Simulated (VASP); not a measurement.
# Zr3Cd2 (P4/mmm) in VASP: notebook

The runs below take Zr3Cd2 through single point, with PBEsol.

Everything below comes from runs of VASP 6.6.1. Logs are shortened: lines on timing, memory, paths and dates and some standing lists are left out, and cuts for length are marked.

## (1) The cell of the first run

The structure is tetragonal, space group P4/mmm (No. 123). Conventional cell: a = 5.337 Å, b = 5.337 Å, c = 5.182 Å, α = 90.00°, β = 90.00°, γ = 90.00°. Within 3.5 Å of Zr (site symmetry mmm) lie 2 Zr at 2.67 Å and 2 Cd at 2.67 Å. Within 3.5 Å of Zr (site symmetry 4/mmm) lie 4 Zr at 2.67 Å. Within 3.4 Å of Cd (site symmetry 4/mmm) lie 2 Cd at 2.59 Å. Cd (site symmetry 4/mmm) has 2 Cd at 2.59 Å and 4 Zr at 2.67 Å within 3.4 Å.

## (2) Single point, PBEsol (biaxial strain in the a-b plane: -3.0 %)

The input, INCAR:

```
SYSTEM = Zr3Cd2
  PREC = Accurate
  ENCUT = 520
  EDIFF = 1E-6
  ISMEAR = 0
  SIGMA = 0.1
  LREAL = .False.
  LASPH = .True.
  NELM = 80
  ALGO = Fast
  ISIF = 2
  LWAVE = .False.
  LCHARG = .False.
  GGA = PS
  NBANDS = 38
```

The input, KPOINTS:

```
Automatic mesh
0
Gamma
  8 8 8
  0 0 0
```

The input, POSCAR:

```
Zr3Cd2
1.0
    5.3366855086      0.0000000000      0.0000000000
    0.0000000000      5.3366855086      0.0000000000
    0.0000000000      0.0000000000      5.1823739680
Zr Cd
3 2
Direct
    0.0000000000      0.5000000000      0.0000000000
    0.5000000000      0.0000000000      0.0000000000
    0.0000000000      0.0000000000      0.0000000000
    0.5000000000      0.5000000000      0.5000000000
    0.5000000000      0.5000000000      0.0000000000
```

Potentials or basis: VASP PAW PBE potentials, release 64 (Zr_sv, Cd).

Launch:

```bash
$ cat potpaw_PBE.64/Zr_sv/POTCAR potpaw_PBE.64/Cd/POTCAR > POTCAR
$ mpirun -np 1 vasp_std > vasp.out
```

OUTCAR:

```text
SYSTEM = Zr3Cd2
   PREC = Accurate
   ENCUT = 520
   EDIFF = 1E-6
   ISMEAR = 0
   LREAL = .False.
   LASPH = .True.
   NELM = 80
   ISIF = 2
   GGA = PS

 ion  position               nearest neighbor table
   1  0.000  0.500  0.000-   3 2.67   5 2.67   3 2.67   5 2.67   4 3.72   4 3.72   4 3.72   4 3.72
                             2 3.77   2 3.77   2 3.77   2 3.77
   2  0.500  0.000  0.000-   3 2.67   5 2.67   5 2.67   3 2.67   4 3.72   4 3.72   4 3.72   4 3.72
                             1 3.77   1 3.77   1 3.77   1 3.77
   3  0.000  0.000  0.000-   1 2.67   2 2.67   1 2.67   2 2.67   5 3.77   5 3.77   5 3.77   5 3.77

   4  0.500  0.500  0.500-   5 2.59   5 2.59   1 3.72   1 3.72   2 3.72   2 3.72   2 3.72   2 3.72
                             1 3.72   1 3.72
   5  0.500  0.500  0.000-   4 2.59   4 2.59   1 2.67   2 2.67   2 2.67   1 2.67   3 3.77   3 3.77
                             3 3.77   3 3.77

  LATTYP: Found a simple tetragonal cell.
 ALAT       =     5.3366855086
 C/A-ratio  =     0.9710847603

  Lattice vectors:

 A1 = (   5.3366855086,   0.0000000000,   0.0000000000)
 A2 = (   0.0000000000,   5.3366855086,   0.0000000000)
 A3 = (   0.0000000000,   0.0000000000,   5.1823739680)

Analysis of symmetry for initial positions (statically):
=====================================================================
 Subroutine PRICEL returns:
 Original cell was already a primitive cell.

 Routine SETGRP: Setting up the symmetry group for a
 simple tetragonal supercell.

 Subroutine GETGRP returns: Found 16 space group operations
 (whereof 16 operations were pure point group operations)
 out of a pool of 16 trial point group operations.

The static configuration has the point symmetry D_4h.

Analysis of symmetry for dynamics (positions and initial velocities):
=====================================================================
 Subroutine PRICEL returns:
 Original cell was already a primitive cell.

 Routine SETGRP: Setting up the symmetry group for a
 simple tetragonal supercell.

 Subroutine GETGRP returns: Found 16 space group operations
 (whereof 16 operations were pure point group operations)
 out of a pool of 16 trial point group operations.

The dynamic configuration has the point symmetry D_4h.

 Subroutine INISYM returns: Found 16 space group operations
 (whereof 16 operations are pure point group operations),
 and found     1 'primitive' translations

----------------------------------------------------------------------------------------

                                     Primitive cell

  volume of cell :     147.5951

  direct lattice vectors                    reciprocal lattice vectors
     5.336685509  0.000000000  0.000000000     0.187382224  0.000000000  0.000000000
     0.000000000  5.336685509  0.000000000     0.000000000  0.187382224  0.000000000
     0.000000000  0.000000000  5.182373968     0.000000000  0.000000000  0.192961760

  length of vectors
     5.336685509  5.336685509  5.182373968     0.187382224  0.187382224  0.192961760

  position of ions in fractional coordinates (direct lattice)
     0.000000000  0.500000000  0.000000000
     0.500000000  0.000000000  0.000000000
     0.000000000  0.000000000  0.000000000
     0.500000000  0.500000000  0.500000000
     0.500000000  0.500000000  0.000000000

  ion indices of the primitive-cell ions
   primitive index   ion index
                 1           1
                 2           2
                 3           3
                 4           4
                 5           5

----------------------------------------------------------------------------------------

 KPOINTS: Automatic mesh

Automatic generation of k-mesh.
 Grid dimensions read from file:
 generate k-points for:    8    8    8

 Generating k-lattice:

  Cartesian coordinates                     Fractional coordinates (reciprocal lattice)
     0.023422778  0.000000000  0.000000000     0.125000000  0.000000000  0.000000000
     0.000000000  0.023422778  0.000000000     0.000000000  0.125000000  0.000000000
     0.000000000  0.000000000  0.024120220     0.000000000  0.000000000  0.125000000

  Length of vectors
     0.023422778  0.023422778  0.024120220

  Shift w.r.t. Gamma in fractional coordinates (k-lattice)
     0.000000000  0.000000000  0.000000000

 Subroutine IBZKPT returns following result:
 ===========================================

 Found     75 irreducible k-points:

 Following reciprocal coordinates:
            Coordinates               Weight
  0.000000  0.000000  0.000000      1.000000
  0.125000  0.000000  0.000000      4.000000
  0.250000  0.000000  0.000000      4.000000
  0.375000  0.000000  0.000000      4.000000
  0.500000  0.000000  0.000000      2.000000
  0.125000  0.125000  0.000000      4.000000
[... 16 lines left out ...]
  0.375000  0.125000  0.125000     16.000000
  0.500000  0.125000  0.125000      8.000000
 [... further k-points ...]
   k-points           NKPTS =     75   k-points in BZ     NKDIM =     75   number of bands    NBANDS=     38
   number of dos      NEDOS =    301   number of ions     NIONS =      5
   total plane-waves  NPLWV =  64000
   dimension x,y,z NGX =    40 NGY =   40 NGZ =   40
   dimension x,y,z NGXF=    80 NGYF=   80 NGZF=   80
   ions per type =               3   2
   NGX,Y,Z   is equivalent  to a cutoff of  12.46, 12.46, 12.83 a.u.
   NGXF,Y,Z  is equivalent  to a cutoff of  24.92, 24.92, 25.66 a.u.
 SYSTEM =  Zr3Cd2
   PREC   = accura    normal or accurate (medium, high low for compatibility)
   ISTART =      0    job   : 0-new  1-cont  2-samecut
   ICHARG =      2    charge: 1-file 2-atom 10-const
   ISPIN  =      1    spin polarized calculation?
   LNONCOLLINEAR =      F non collinear calculations
   LSORBIT =      F    spin-orbit coupling
   LASPH  =      T    aspherical Exc in radial PAW
   ENCUT  =  520.0 eV  38.22 Ry    6.18 a.u.   9.92  9.92  9.64*2*pi/ulx,y,z
   NELM   =     80;   NELMIN=  2; NELMDL= -5     # of ELM steps
   EDIFF  = 0.1E-05   stopping-criterion for ELM
   LREAL  =      F    real-space projection
   EDIFFG = 0.1E-04   stopping-criterion for IOM
   NSW    =      0    number of steps for IOM
   IBRION =     -1    ionic relax: 0-MD 1-quasi-New 2-CG
   NFREE  =      0    steps in history (QN), initial steepest desc. (CG)
   ISIF   =      2    stress and relaxation
   ISYM   =      2    0-nonsym 1-usesym 2-fastsym
   POTIM  = 0.5000    time-step for ionic-motion
   TEBEG  =    0.0;   TEEND  =   0.0 temperature during run
   PSTRESS=    0.0 pullay stress
   NELECT =      60.0000    total number of electrons
   NUPDOWN=      -1.0000    fix difference up-down
   EMIN   =  10.00;   EMAX   =-10.00  energy-range for DOS
   EFERMI =   0.00;   METHOD = LEGACY
   ISMEAR =     0;   SIGMA  =   0.10  broadening in eV -4-tet -1-fermi 0-gaus
   EFERMI_NEDOS =   21; number of points for ismear=-14 and -15
   IALGO  =     68    algorithm
   IMIX   =      4    mixing-type and parameters
     AMIX     =   0.40;   BMIX     =  1.00
     AMIX_MAG =   1.60;   BMIX_MAG =  1.00
  volume/ion in A,a.u.               =      29.52       199.20
  Fermi-wavevector in a.u.,A,eV,Ry     =   1.212741  2.291747 20.010630  1.470740
  Thomas-Fermi vector in A             =   2.348215
   LORBIT       =      0    0 simple, 1 ext, 2 COOP (PROOUT), +10 PAW based schemes
   GGA     = PS    functional components
   LHFCALC =     F    Hartree Fock is set to
   AEXX    =    0.0000 exact exchange contribution
   IVDW    =     0    specifies the selected vdW correction
   LEPSILON=     F    determine dielectric tensor
   LRPA    =     F    only Hartree local field effects (RPA)
 non-spin polarized calculation
 RMM-DIIS sequential band-by-band and
 Gauss-broadening in eV      SIGMA  =   0.10
  energy-cutoff  :      520.00
  volume of cell :      147.60
 maximum number of plane-waves:      4004
 NGX is ok and might be reduce to    40
   NGX = 19   NGY = 19   NGZ = 19

 number of electron      60.0000001 magnetization

 Free energy of the ion-electron system (eV)
  ---------------------------------------------------
  ext. energy  EPLUGINS =         0.00000000
  ---------------------------------------------------
  free energy    TOTEN  =       -23.44735360 eV

  energy without entropy =      -23.41981764  energy(sigma->0) =      -23.43358562

 E-fermi :   4.0700     XC(G=0):  -9.5799

 val. band max:        4.0586469938   @ k =   0.5000   0.3750   0.0000
 cond. band min:       4.0725821008   @ k =   0.2500   0.0000   0.5000
 fundamental gap:      0.0139351069
 Fermi energy:         4.0699826965

 k-point     1 :       0.0000    0.0000    0.0000
  band No.  band energies     occupation
      1     -44.9772      2.00000
      2     -44.8814      2.00000
      3     -44.2294      2.00000
      4     -23.8321      2.00000
      5     -23.8321      2.00000
      6     -23.1068      2.00000
[... 30 lines left out ...]
     37       6.9704      0.00000
     38       7.7273      0.00000

 k-point     2 :       0.1250    0.0000    0.0000
  band No.  band energies     occupation
      1     -44.9714      2.00000
      2     -44.8820      2.00000
      3     -44.2355      2.00000
      4     -23.8291      2.00000
      5     -23.7589      2.00000
      6     -23.1039      2.00000
[... 30 lines left out ...]
     37       6.9316      0.00000
     38       8.0322      0.00000

 k-point     3 :       0.2500    0.0000    0.0000
  band No.  band energies     occupation
      1     -44.9566      2.00000
      2     -44.8839      2.00000
      3     -44.2505      2.00000
      4     -23.8216      2.00000
      5     -23.5522      2.00000
      6     -23.1110      2.00000
[... 30 lines left out ...]
     37       6.8016      0.00000
     38       7.3340      0.00000

 k-point     4 :       0.3750    0.0000    0.0000
  band No.  band energies     occupation
      1     -44.9397      2.00000
      2     -44.8872      2.00000
      3     -44.2661      2.00000
      4     -23.8140      2.00000
      5     -23.2790      2.00000
      6     -23.1186      2.00000
[... 30 lines left out ...]
     37       6.5691      0.00000
     38       7.0643      0.00000
[... 703 lines left out ...]
      4     -23.7477      2.00000
      5     -23.5477      2.00000
      6     -23.1320      2.00000
[... 30 lines left out ...]
     37       6.6899      0.00000
     38       7.0474      0.00000

 k-point    23 :       0.3750    0.1250    0.1250
  band No.  band energies     occupation
      1     -44.9338      2.00000
      2     -44.8871      2.00000
      3     -44.2729      2.00000
      4     -23.7393      2.00000
      5     -23.2724      2.00000
      6     -23.1303      2.00000
[... 30 lines left out ...]
     37       6.1877      0.00000
     38       6.9691      0.00000

 k-point    24 :       0.5000    0.1250    0.1250
  band No.  band energies     occupation
      1     -44.9256      2.00000
      2     -44.8894      2.00000
      3     -44.2797      2.00000
      4     -23.7358      2.00000
      5     -23.1948      2.00000
      6     -23.1185      2.00000
[... 30 lines left out ...]
     37       5.8588      0.00000
     38       6.1019      0.00000

 [... further k-points ...]
[... 5 lines left out ...]
  --------------------------------------------------------------------------------------
  -------------------------------------------------------------------------------------
  Total        5.4390079      5.4390079     -1.0515432      0.0000000     -0.0000000      0.0000000
  in kB       59.0416245     59.0416245    -11.4147328      0.0000000     -0.0000000      0.0000000
  external PRESSURE =      35.5561720 kB  Pullay stress =       0.0000000 kB

 VOLUME and BASIS-vectors are now :
 -----------------------------------------------------------------------------
  energy-cutoff  :      520.00
  volume of cell :      147.60
      direct lattice vectors                 reciprocal lattice vectors
     5.336685509  0.000000000  0.000000000     0.187382224  0.000000000  0.000000000
     0.000000000  5.336685509  0.000000000     0.000000000  0.187382224  0.000000000
     0.000000000  0.000000000  5.182373968     0.000000000  0.000000000  0.192961760

 POSITION                                       TOTAL-FORCE (eV/Angst)
 -----------------------------------------------------------------------------------
      0.00000      2.66834      0.00000         0.000000      0.000000      0.000000
      2.66834      0.00000      0.00000         0.000000      0.000000      0.000000
      0.00000      0.00000      0.00000         0.000000      0.000000      0.000000
      2.66834      2.66834      2.59119         0.000000      0.000000      0.000000
      2.66834      2.66834      0.00000         0.000000      0.000000      0.000000
 -----------------------------------------------------------------------------------
    total drift:                                0.000000      0.000000     -0.000000

  FREE ENERGIE OF THE ION-ELECTRON SYSTEM (eV)
  ---------------------------------------------------
  free  energy   TOTEN  =       -23.4473536005 eV

  energy  without entropy=      -23.4198176390  energy(sigma->0) =      -23.43358562
```

Wall time 5.6 min (1 thread of AMD EPYC 9R45 (Zen 5), shared host); peak memory 0.45 GiB.

What came out:

```yaml
Free_energy: -23.4474 eV
Pressure: 3.6 GPa
Band_gap_on_the_k_mesh: zero (bands 30 and 31 overlap by 1.27 eV)
```

Stress tensor (GPa, compression positive):
```
 5.90  0.00  0.00
 0.00  5.90  0.00
 0.00  0.00 -1.14
```

Levels at points of the mesh, in eV from the Fermi level:
```csv
k point,band 27,band 28,band 29,band 30,band 31,band 32,band 33,band 34
"(0.00, 0.00, 0.00)",-1.51,-1.11,-1.11,-0.54,0.03,0.03,0.83,1.46
"(0.50, 0.00, 0.00)",-1.53,-0.99,-0.52,-0.34,0.37,0.56,1.18,1.33
"(0.50, 0.50, 0.00)",-0.39,-0.21,-0.21,-0.04,0.74,0.86,0.86,0.88
"(0.00, 0.00, 0.50)",-1.80,-1.52,-1.52,0.39,0.97,0.97,1.32,1.32
"(0.50, 0.00, 0.50)",-1.20,-1.19,-0.94,0.35,0.45,0.83,1.03,1.23
"(0.50, 0.50, 0.50)",-0.71,-0.46,-0.46,0.72,0.86,0.86,1.27,1.52
```

Caveat: the cell differs from its parent crystal (biaxial strain in the a-b plane: -3.0 %); the cell stands under pressure; the PAW data sets were made with another functional, which shifts forces and pressure a little.

## (3) Single point, PBEsol (biaxial strain in the a-b plane: -1.5 %, then relaxed in part)

The input, INCAR:

```
SYSTEM = Zr3Cd2
ALGO = Fast
EDIFF = 1E-6
ENCUT = 520
GGA = PS
ISIF = 2
ISMEAR = 0
LASPH = .TRUE.
LCHARG = .TRUE.
LELF = .TRUE.
LREAL = .FALSE.
LVHAR = .TRUE.
LWAVE = .FALSE.
NBANDS = 38
NELM = 60
PREC = Accurate
SIGMA = 0.1
```

The input, KPOINTS:

```
k-points
0
G
  8 8 8
  0 0 0
```

Edit POSCAR of step 2 so:

```diff
@@ -2,5 +2,5 @@
 1.0
-    5.3366855086      0.0000000000      0.0000000000
-    0.0000000000      5.3366855086      0.0000000000
-    0.0000000000      0.0000000000      5.1823739680
+    5.4192115732      0.0000000000      0.0000000000
+    0.0000000000      5.4192115732      0.0000000000
+    0.0000000000      0.0000000000      5.0954872735
 Zr Cd
```

Potentials or basis: VASP PAW PBE potentials, release 64 (Zr_sv, Cd).

Launch:

```bash
$ cat potpaw_PBE.64/Zr_sv/POTCAR potpaw_PBE.64/Cd/POTCAR > POTCAR
$ mpirun -np 1 vasp_std > vasp.out
```

Wall time 5.6 min (1 thread of AMD EPYC 9R45 (Zen 5), shared host); peak memory 0.45 GiB.

The run converged. Its results:

```yaml
Free_energy: -23.5791 eV
Pressure: 2.1 GPa
Band_gap_on_the_k_mesh: zero (bands 30 and 31 overlap by 1.02 eV)
```

Stress tensor (GPa, compression positive):
```
2.91 0.00 0.00
0.00 2.91 0.00
0.00 0.00 0.39
```

Levels at points of the mesh, in eV from the Fermi level:
```csv
k point,band 28,band 29,band 30,band 31,band 32,band 33
"(0.00, 0.00, 0.00)",-0.95,-0.95,-0.37,-0.08,-0.08,0.75
"(0.50, 0.00, 0.00)",-0.84,-0.47,-0.25,0.38,0.64,1.19
"(0.50, 0.50, 0.00)",-0.16,-0.16,0.07,0.82,0.82,0.84
"(0.00, 0.00, 0.50)",-1.42,-1.42,0.57,0.92,0.92,1.27
"(0.50, 0.00, 0.50)",-1.09,-0.91,0.31,0.47,0.96,1.02
"(0.50, 0.50, 0.50)",-0.44,-0.44,0.61,0.82,0.82,1.29
```

Caveat: the cell differs from its parent crystal (biaxial strain in the a-b plane: -1.5 %, then relaxed in part); the PAW data sets were made with another functional, which shifts forces and pressure a little.

## (4) Single point, PBEsol (biaxial strain in the a-b plane: -1.5 %)

The input, INCAR:

```
PREC     = Accurate       # precision mode
ENCUT    = 520            # plane-wave cutoff, eV
EDIFF    = 1E-7           # SCF threshold, eV
ISMEAR   = 0              # smearing method
SIGMA    = 0.1            # smearing width, eV
LREAL    = F              # projectors in reciprocal space
LASPH    = T              # aspherical terms in the spheres
NELM     = 60             # most SCF steps
ALGO     = Fast           # electronic algorithm
ISIF     = 2              # what is computed and relaxed
LWAVE    = F              # write WAVECAR
LCHARG   = F              # write CHGCAR
GGA      = PS             # functional
NBANDS   = 38             # bands
```

The input, KPOINTS:

```
Automatic mesh
0
Gamma
  8 8 8
```

Edit POSCAR of step 3 so:

```diff
@@ -4,3 +4,3 @@
     0.0000000000      5.4192115732      0.0000000000
-    0.0000000000      0.0000000000      5.0954872735
+    0.0000000000      0.0000000000      5.1365573022
 Zr Cd
```

Launch:

```bash
$ cat potpaw_PBE.64/Zr_sv/POTCAR potpaw_PBE.64/Cd/POTCAR > POTCAR
$ mpirun -np 1 vasp_std > vasp.out
```

Wall time 7.7 min (1 thread of AMD EPYC 9R45 (Zen 5), shared host); peak memory 0.45 GiB.

The run converged. Its results:

```yaml
Free_energy: -23.5791 eV
Pressure: 1.8 GPa
Band_gap_on_the_k_mesh: zero (bands 30 and 31 overlap by 1.03 eV)
```

Stress tensor (GPa, compression positive):
```
 2.86  0.00  0.00
 0.00  2.86  0.00
 0.00  0.00 -0.42
```

Levels at points of the mesh, in eV from the Fermi level:
| k point | band 28 | band 29 | band 30 | band 31 | band 32 | band 33 |
| --- | --- | --- | --- | --- | --- | --- |
| (0.00, 0.00, 0.00) | -0.97 | -0.97 | -0.40 | -0.05 | -0.05 | 0.77 |
| (0.50, 0.00, 0.00) | -0.85 | -0.46 | -0.27 | 0.38 | 0.62 | 1.18 |
| (0.50, 0.50, 0.00) | -0.16 | -0.16 | 0.05 | 0.82 | 0.82 | 0.82 |
| (0.00, 0.00, 0.50) | -1.41 | -1.41 | 0.53 | 0.93 | 0.93 | 1.26 |
| (0.50, 0.00, 0.50) | -1.09 | -0.90 | 0.32 | 0.47 | 0.93 | 1.02 |
| (0.50, 0.50, 0.50) | -0.43 | -0.43 | 0.59 | 0.82 | 0.82 | 1.29 |

Caveat: the cell differs from its parent crystal (biaxial strain in the a-b plane: -1.5 %); the PAW data sets were made with another functional, which shifts forces and pressure a little.

## (5) Summary

```tsv
cell	further INCAR settings	gap on the mesh (eV)	pressure (GPa)
a = 5.337, b = 5.337, c = 5.182 Å, 5 atoms	ALGO = Fast; EDIFF = 1e-06; NBANDS = 38	none	3.6
a = 5.419, b = 5.419, c = 5.095 Å, 5 atoms	ALGO = Fast; EDIFF = 1e-06; NBANDS = 38	none	2.1
a = 5.419, b = 5.419, c = 5.137 Å, 5 atoms	ALGO = Fast; EDIFF = 1e-07; NBANDS = 38	none	1.8
```

Alike in all rows: task single point; level PBEsol; potentials or basis VASP PAW PBE potentials, release 64 (Zr_sv, Cd); no spin polarisation; k mesh 8 × 8 × 8; cutoff (eV) 520; smearing gaussian 0.1 eV.

Caveats: the PAW data sets were made with another functional, which shifts forces and pressure a little; the cell stands under pressure (at least some runs).

Total energies depend on the potentials used, so only differences within one code and one set of settings carry meaning.
